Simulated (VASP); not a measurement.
Set up this calculation in VASP 6.6.1, as the native input.

```yaml
Task: single point
Functional: PBE
Dispersion: D3(BJ)
Potentials_or_basis: VASP PAW PBE potentials, release 64 (N)
Cutoff: 520 eV
k_mesh: 1 × 1 × 1
Occupations: fermi-dirac, width 0.05 eV
Spin: no spin polarisation
Dipole_correction: no
Further_INCAR_settings: ALGO = Normal; EDIFF = 1e-06; NBANDS = 42
```

The structure of N lies in POSCAR:

```
N
1.0
    7.0338500000      0.0000000000      0.0000000000
    0.0000000000      7.0338500000      0.0000000000
    0.0000000000      0.0000000000      7.0338500000
N
12
Direct
    0.8219396205      0.3014991790      0.6664344562
    0.6878452057      0.3713329116      0.6079174279
    0.5083702382      0.3977764667      1.0742054494
    0.3580116153      0.3781428378      1.0232234125
    0.2374944021      0.4864903289      0.4155903239
    0.2765057543      0.5707684980      0.5395906936
    0.9433667195      0.9891026962      0.9023792091
    0.8155135523      0.9813686672      0.9882070274
    0.7948705190      0.6614016506      0.3782707905
    0.7380737434      0.7830277871      0.4651506643
    0.2300304954     -0.1401650590      0.1882041841
    0.3682336132     -0.0828849066      0.1340944149
```

These files were run (other wordings do the same):

INCAR

```
SYSTEM = N
ALGO     = Normal         ! electronic algorithm
EDIFF    = 1E-6           ! SCF threshold, eV
ENCUT    = 520            ! plane-wave cutoff, eV
GGA      = PE             ! functional
ISIF     = 2              ! what is computed and relaxed
ISMEAR   = -1             ! smearing method
IVDW     = 12             ! dispersion correction
LASPH    = .TRUE.         ! aspherical terms in the spheres
LCHARG   = .FALSE.        ! write CHGCAR
LREAL    = .FALSE.        ! projectors in reciprocal space
LWAVE    = .FALSE.        ! write WAVECAR
NBANDS   = 42             ! bands
NELM     = 60             ! most SCF steps
PREC     = Accurate       ! precision mode
SIGMA    = 0.05           ! smearing width, eV
```

KPOINTS

```
k-points
0
G
  1 1 1
  0 0 0
```

Potentials or basis: VASP PAW PBE potentials, release 64 (N).

Launch:

```console
$ cat potpaw_PBE.64/N/POTCAR > POTCAR
$ mpirun -np 1 vasp_gam > vasp.out
```

Results of the run:

```json
{"Pressure": "0.2 GPa", "Largest force": "4.822 eV/Å", "Band gap on the k mesh": "7.09 eV", "Dispersion energy per atom": "-0.042 eV"}
```

Caveat: the k points lie up to 0.89 Å⁻¹ apart; the standard files for N, O and F lose accuracy on very short bonds.

It took 26 s on 1 thread of Intel(R) Xeon(R) Platinum 8259CL CPU @ 2.50GHz (Skylake/Cascade Lake) (shared host), peak memory 0.33 GiB.
